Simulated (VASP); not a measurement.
# KPdO3 (Pm-3m) in VASP: a series of runs

The runs below take KPdO3 through single point, with LDA.

Program: VASP 6.6.1. These are calculated values, not measurements. Logs are shortened: lines on timing, memory, paths and dates and some standing lists are left out, and cuts for length are marked.

### 1 The cell of the first run

It takes space group Pm-3m (No. 221, cubic). The conventional cell has a = 4.070 Å, b = 4.070 Å, c = 4.070 Å, α = 90.00°, β = 90.00°, γ = 90.00°. K (site symmetry m-3m) has 12 O at 2.88 Å and 8 Pd at 3.52 Å within 3.8 Å. Within 2.7 Å of Pd (site symmetry m-3m) lie 6 O at 2.04 Å. O (site symmetry 4/mmm) has 2 Pd at 2.04 Å within 2.7 Å.

### 2 Single point, LDA

The input, INCAR:

```
PREC = Accurate ; ENCUT = 520
EDIFF = 1E-7 ; ISMEAR = 0
SIGMA = 0.2 ; LREAL = F
LASPH = T ; NELM = 80
ALGO = Normal ; ISIF = 2
LWAVE = F ; LCHARG = T
GGA = CA ; LELF = T
LVHAR = T ; NBANDS = 26
```

The input, KPOINTS:

```
regular mesh
0
Gamma
  5 5 5
```

The input, POSCAR:

```
KPdO3
1.0
    4.0700760000      0.0000000000      0.0000000000
    0.0000000000      4.0700760000      0.0000000000
    0.0000000000      0.0000000000      4.0700760000
K Pd O
1 1 3
Direct
    0.0000000000      0.0000000000      0.0000000000
    0.5000000000      0.5000000000      0.5000000000
    0.5000000000      0.5000000000      0.0000000000
    0.5000000000      0.0000000000      0.5000000000
    0.0000000000      0.5000000000      0.5000000000
```

Potentials or basis: VASP PAW LDA potentials, release 64 (K_sv, Pd, O).

Launch:

```bash
$ cat potpaw_LDA.64/K_sv/POTCAR potpaw_LDA.64/Pd/POTCAR potpaw_LDA.64/O/POTCAR > POTCAR
$ mpirun -np 1 vasp_std > vasp.out
```

OUTCAR:

```text
PREC = Accurate
   ENCUT = 520
   EDIFF = 1E-7
   ISMEAR = 0
   LREAL = F
   LASPH = T
   NELM = 80
   ISIF = 2
   GGA = CA

 ion  position               nearest neighbor table
   1  0.000  0.000  0.000-   3 2.88   4 2.88   5 2.88   4 2.88   5 2.88   3 2.88   5 2.88   5 2.88
                             3 2.88   4 2.88   4 2.88   3 2.88   2 3.52   2 3.52   2 3.52   2 3.52
   2  0.500  0.500  0.500-   3 2.04   4 2.04   5 2.04   3 2.04   4 2.04   5 2.04   1 3.52   1 3.52
                             1 3.52   1 3.52   1 3.52   1 3.52   1 3.52   1 3.52
   3  0.500  0.500  0.000-   2 2.04   2 2.04   1 2.88   1 2.88   1 2.88   1 2.88
   4  0.500  0.000  0.500-   2 2.04   2 2.04   1 2.88   1 2.88   1 2.88   1 2.88
   5  0.000  0.500  0.500-   2 2.04   2 2.04   1 2.88   1 2.88   1 2.88   1 2.88

  LATTYP: Found a simple cubic cell.
 ALAT       =     4.0700760000

  Lattice vectors:

 A1 = (   4.0700760000,   0.0000000000,   0.0000000000)
 A2 = (   0.0000000000,   4.0700760000,   0.0000000000)
 A3 = (   0.0000000000,   0.0000000000,   4.0700760000)

Analysis of symmetry for initial positions (statically):
=====================================================================
 Subroutine PRICEL returns:
 Original cell was already a primitive cell.

 Routine SETGRP: Setting up the symmetry group for a
 simple cubic supercell.

 Subroutine GETGRP returns: Found 48 space group operations
 (whereof 48 operations were pure point group operations)
 out of a pool of 48 trial point group operations.

The static configuration has the point symmetry O_h .

Analysis of symmetry for dynamics (positions and initial velocities):
=====================================================================
 Subroutine PRICEL returns:
 Original cell was already a primitive cell.

 Routine SETGRP: Setting up the symmetry group for a
 simple cubic supercell.

 Subroutine GETGRP returns: Found 48 space group operations
 (whereof 48 operations were pure point group operations)
 out of a pool of 48 trial point group operations.

The dynamic configuration has the point symmetry O_h .

 Subroutine INISYM returns: Found 48 space group operations
 (whereof 48 operations are pure point group operations),
 and found     1 'primitive' translations

----------------------------------------------------------------------------------------

                                     Primitive cell
[... 82 lines left out ...]
   EDIFF  = 0.1E-06   stopping-criterion for ELM
   LREAL  =      F    real-space projection
   EDIFFG = 0.1E-05   stopping-criterion for IOM
   NSW    =      0    number of steps for IOM
   IBRION =     -1    ionic relax: 0-MD 1-quasi-New 2-CG
   NFREE  =      0    steps in history (QN), initial steepest desc. (CG)
   ISIF   =      2    stress and relaxation
   ISYM   =      2    0-nonsym 1-usesym 2-fastsym
   POTIM  = 0.5000    time-step for ionic-motion
   TEBEG  =    0.0;   TEEND  =   0.0 temperature during run
   PSTRESS=    0.0 pullay stress
   NELECT =      37.0000    total number of electrons
   NUPDOWN=      -1.0000    fix difference up-down
   EMIN   =  10.00;   EMAX   =-10.00  energy-range for DOS
   EFERMI =   0.00;   METHOD = LEGACY
   ISMEAR =     0;   SIGMA  =   0.20  broadening in eV -4-tet -1-fermi 0-gaus
   EFERMI_NEDOS =   21; number of points for ismear=-14 and -15
   IALGO  =     38    algorithm
   IMIX   =      4    mixing-type and parameters
     AMIX     =   0.40;   BMIX     =  1.00
     AMIX_MAG =   1.60;   BMIX_MAG =  1.00
  volume/ion in A,a.u.               =      13.48        91.00
  Fermi-wavevector in a.u.,A,eV,Ry     =   1.340313  2.532824 24.442035  1.796439
  Thomas-Fermi vector in A             =   2.468636
   LORBIT       =      0    0 simple, 1 ext, 2 COOP (PROOUT), +10 PAW based schemes
   GGA     = CA    functional components
   LHFCALC =     F    Hartree Fock is set to
   AEXX    =    0.0000 exact exchange contribution
   IVDW    =     0    specifies the selected vdW correction
   LEPSILON=     F    determine dielectric tensor
   LRPA    =     F    only Hartree local field effects (RPA)
 non-spin polarized calculation
 Gauss-broadening in eV      SIGMA  =   0.20
  energy-cutoff  :      520.00
  volume of cell :       67.42
 maximum number of plane-waves:      1839
 NGX is ok and might be reduce to    30
   NGX = 15   NGY = 15   NGZ = 15

 number of electron      36.9999984 magnetization

 Free energy of the ion-electron system (eV)
  ---------------------------------------------------
  ext. energy  EPLUGINS =         0.00000000
  ---------------------------------------------------
  free energy    TOTEN  =       -27.10042517 eV

  energy without entropy =      -26.87889883  energy(sigma->0) =      -26.98966200

 E-fermi :   1.5321     XC(G=0): -11.0468

 val. band max:        1.5267242779   @ k =   0.4000   0.2000   0.0000
 cond. band min:       1.5343741787   @ k =   0.4000   0.4000   0.0000
 fundamental gap:      0.0076499008
 Fermi energy:         1.5320723634

 k-point     1 :       0.0000    0.0000    0.0000
  band No.  band energies     occupation
      1     -25.1356      2.00000
      2     -15.5630      2.00000
      3     -14.7286      2.00000
      4     -14.7286      2.00000
      5      -8.9072      2.00000
      6      -8.9072      2.00000
[... 279 lines left out ...]
     25      12.6001      0.00000
     26      13.2701      0.00000

------------------------ aborting loop because EDIFF is reached ----------------------------------------

  FORCE on cell =-STRESS in cart. coord.  units (eV):
  Direction    XX          YY          ZZ          XY          YZ          ZX
  --------------------------------------------------------------------------------------
  -------------------------------------------------------------------------------------
  Total       -5.1793351     -5.1793351     -5.1793351      0.0000000      0.0000000      0.0000000
  in kB     -123.0770372   -123.0770372   -123.0770372      0.0000000      0.0000000      0.0000000
  external PRESSURE =    -123.0770372 kB  Pullay stress =       0.0000000 kB

 VOLUME and BASIS-vectors are now :
 -----------------------------------------------------------------------------
  energy-cutoff  :      520.00
  volume of cell :       67.42
      direct lattice vectors                 reciprocal lattice vectors
     4.070076000  0.000000000  0.000000000     0.245695658  0.000000000  0.000000000
     0.000000000  4.070076000  0.000000000     0.000000000  0.245695658  0.000000000
     0.000000000  0.000000000  4.070076000     0.000000000  0.000000000  0.245695658

 POSITION                                       TOTAL-FORCE (eV/Angst)
 -----------------------------------------------------------------------------------
      0.00000      0.00000      0.00000         0.000000      0.000000      0.000000
      2.03504      2.03504      2.03504         0.000000      0.000000      0.000000
      2.03504      2.03504      0.00000         0.000000      0.000000      0.000000
      2.03504      0.00000      2.03504         0.000000      0.000000      0.000000
      0.00000      2.03504      2.03504         0.000000      0.000000      0.000000
 -----------------------------------------------------------------------------------
    total drift:                                0.000000      0.000000     -0.000000

  FREE ENERGIE OF THE ION-ELECTRON SYSTEM (eV)
  ---------------------------------------------------
  free  energy   TOTEN  =       -27.1004251669 eV

  energy  without entropy=      -26.8788988322  energy(sigma->0) =      -26.98966200
```

OSZICAR:

```text
N       E                     dE             d eps       ncg     rms          rms(c)
DAV:   1     0.276073994670E+03    0.27607E+03   -0.19749E+04   520   0.139E+03
DAV:   2    -0.176157452338E+02   -0.29369E+03   -0.28346E+03   576   0.361E+02
DAV:   3    -0.366182532285E+02   -0.19003E+02   -0.18742E+02   702   0.880E+01
DAV:   4    -0.371312347878E+02   -0.51298E+00   -0.51239E+00   768   0.135E+01
DAV:   5    -0.371372068863E+02   -0.59721E-02   -0.59671E-02   678   0.133E+00    0.284E+01
DAV:   6    -0.360780224336E+02    0.10592E+01   -0.54334E+01   570   0.644E+01    0.478E+01
DAV:   7    -0.273683834268E+02    0.87096E+01   -0.16602E+01   568   0.367E+01    0.923E+00
DAV:   8    -0.272585372203E+02    0.10985E+00   -0.33021E+00   616   0.131E+01    0.405E+00
DAV:   9    -0.272203571446E+02    0.38180E-01   -0.94556E-01   568   0.977E+00    0.406E+00
DAV:  10    -0.271038914524E+02    0.11647E+00   -0.27134E-01   594   0.526E+00    0.755E-01
DAV:  11    -0.271017827781E+02    0.21087E-02   -0.14214E-02   742   0.683E-01    0.378E-01
DAV:  12    -0.271005265915E+02    0.12562E-02   -0.31584E-03   622   0.606E-01    0.106E-01
DAV:  13    -0.271004344723E+02    0.92119E-04   -0.48613E-04   590   0.211E-01    0.372E-02
DAV:  14    -0.271004250480E+02    0.94243E-05   -0.39450E-05   688   0.610E-02    0.123E-02
DAV:  15    -0.271004254627E+02   -0.41473E-06   -0.30341E-06   704   0.104E-02    0.692E-03
DAV:  16    -0.271004251640E+02    0.29869E-06   -0.79823E-07   584   0.620E-03    0.236E-03
DAV:  17    -0.271004251669E+02   -0.28886E-08   -0.30196E-08   344   0.134E-03
   1 F= -.27100425E+02 E0= -.26989662E+02  d E =-.221526E+00
```

Wall time 62 s (1 thread of Intel Xeon 8259CL, shared host); peak memory 0.15 GiB.

Results:

- Free energy: -27.1004 eV
- Pressure: -12.3 GPa

Caveat: an odd number of electrons without spin polarisation forces a metal; a magnetic or distorted state may lie lower.

### 3 Single point, LDA

The input, INCAR:

```
SYSTEM = KPdO3
PREC     = Accurate       ! precision mode
ENCUT    = 520            ! plane-wave cutoff, eV
EDIFF    = 1E-6           ! SCF threshold, eV
ISMEAR   = 0              ! smearing method
SIGMA    = 0.1            ! smearing width, eV
LREAL    = .False.        ! projectors in reciprocal space
LASPH    = .True.         ! aspherical terms in the spheres
NELM     = 100            ! most SCF steps
ALGO     = Normal         ! electronic algorithm
ISIF     = 2              ! what is computed and relaxed
LWAVE    = .False.        ! write WAVECAR
LCHARG   = .True.         ! write CHGCAR
GGA      = CA             ! functional
LELF     = .True.         ! ELF
LVHAR    = .True.       
NBANDS   = 26             ! bands
```

The input, KPOINTS:

```
Automatic mesh
0
Gamma
  5 5 5
  0 0 0
```

POSCAR is that of step 2.

Potentials or basis: VASP PAW LDA potentials, release 64 (K_sv, Pd, O).

Launch:

```bash
$ cat potpaw_LDA.64/K_sv/POTCAR potpaw_LDA.64/Pd/POTCAR potpaw_LDA.64/O/POTCAR > POTCAR
$ mpirun -np 1 vasp_std > vasp.out
```

Wall time 52 s (1 thread of Intel Xeon 8259CL, shared host); peak memory 0.15 GiB.

The run converged. Its results:

```yaml
Free_energy: -27.0023 eV
Pressure: -12.5 GPa
```

Levels at points of the mesh, in eV from the Fermi level:
```
           k point  band 16  band 17  band 18  band 19  band 20  band 21  band 22  band 23
(0.00, 0.00, 0.00)    -0.94    -0.94    -0.94    -0.73    -0.73    -0.73     6.10     8.16
```

Caveat: an odd number of electrons without spin polarisation forces a metal; a magnetic or distorted state may lie lower.
